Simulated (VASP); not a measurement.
Here is a VASP 6.6.1 calculation.

The input INCAR:

```
SYSTEM = Hf
  PREC = Accurate
  ENCUT = 500
  EDIFF = 1E-6
  ISMEAR = 0
  SIGMA = 0.025
  LREAL = .False.
  LASPH = .True.
  NELM = 120
  ALGO = Normal
  ISIF = 2
  LWAVE = .False.
  LCHARG = .False.
  GGA = PE
  NBANDS = 17
  GGA_COMPAT = .False.
```

File KPOINTS:

```
regular mesh
0
Gamma
  10 10 5
  0 0 0
```

Contents of POSCAR:

```
Hf
1.0
    3.1967000000      0.0000000000      0.0000000000
   -1.5983500000      2.7684234083      0.0000000000
    0.0000000000      0.0000000000      5.0578000000
Hf
2
Direct
    0.6666666667      0.3333333333      0.7500000000
    0.3333333333      0.6666666667      0.2500000000
```

Potentials or basis: VASP PAW PBE potentials, release 64 (Hf_pv).

Launch:

```bash
$ cat potpaw_PBE.64/Hf_pv/POTCAR > POTCAR
$ mpirun -np 1 vasp_std > vasp.out
```

Problem. Predict the band gap on the k mesh.

Solution. Zero (band 10 reaches 6.10 eV, above the bottom of band 11 at 4.60 eV).

Problem. What does it give for the pressure?

Solution. 0.2 GPa.

Stress tensor (GPa, compression positive):
```
 0.29  0.00  0.00
 0.00  0.29  0.00
 0.00  0.00 -0.08
```

Caveat: spin-orbit coupling is left out, which moves the levels of the heavy elements.
